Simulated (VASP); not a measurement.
Set up this calculation in VASP 6.6.1, as the native input.

- Task: relaxation of cell and atoms
- Functional: PBE
- Potentials or basis: VASP PAW PBE potentials, release 64 (B, C)
- Cutoff: 600 eV
- k mesh: 6 × 6 × 6
- Occupations: gaussian, width 0.1 eV
- Spin: no spin polarisation
- Dipole correction: no
- Further INCAR settings: ALGO = Normal; EDIFF = 1e-07; IBRION = 2; EDIFFG = -0.04; NSW = 90; ISIF = 3

The structure of BC lies in POSCAR:

```
BC
1.0
   -2.8820692500      2.8820692500      1.7003008500
    2.8820692500     -2.8820692500      1.7003008500
    2.8820692500      2.8820692500     -1.7003008500
B C
4 4
Direct
    0.7841337900      0.7841337900      0.0000000000
    0.5341337900      0.0341337900      0.5000000000
    0.2158662100      0.2158662100      0.0000000000
    0.9658662100      0.4658662100      0.5000000000
    0.6415729900      0.6415729900      0.2831459900
    0.3584270100      0.3584270100      0.7168540100
    0.3915729900      0.6084270100      0.5000000000
    0.1084270100      0.8915729900      0.5000000000
```

The cell was generated, and may not be a known phase.

These files were run (other wordings do the same):

INCAR

```
SYSTEM = BC
PREC = Accurate
ENCUT = 600
EDIFF = 1E-7
ISMEAR = 0
SIGMA = 0.1
LREAL = .False.
LASPH = .True.
NELM = 60
ALGO = Normal
ISIF = 3
LWAVE = .False.
LCHARG = .False.
GGA = PE
IBRION = 2
NSW = 90
EDIFFG = -0.04
```

KPOINTS

```
regular mesh
0
Gamma
  6 6 6
  0 0 0
```

Potentials or basis: VASP PAW PBE potentials, release 64 (B, C).

Launch:

```console
$ cat potpaw_PBE.64/B/POTCAR potpaw_PBE.64/C/POTCAR > POTCAR
$ mpirun -np 1 vasp_std > vasp.out
```

Results of the run:

| Item | Value |
| --- | --- |
| Relaxed volume | 8.56 Å³/atom |
| Relaxed cell | a = 4.784 Å, b = 4.784 Å, c = 4.784 Å, α = 97.41°, β = 97.41°, γ = 137.90° |
| Space group after relaxing (to 0.1 Å) | I4_122 (No. 98) |
| Energy gained by relaxing | 327.3 meV/atom |
| Ionic steps | 13 |
| Pressure after relaxing | 0.1 GPa |
| Largest force after relaxing | 0.028 eV/Å |
| Band gap on the k mesh | zero (bands 14 and 15 overlap by 0.47 eV) |

Caveat: the volume moved by over 15 % at a fixed basis, so the end points are rough.

Run time: 2.9 min on 1 thread of Intel(R) Xeon(R) 6975P-C (Granite Rapids), with other jobs on the host, peak memory 0.21 GiB.
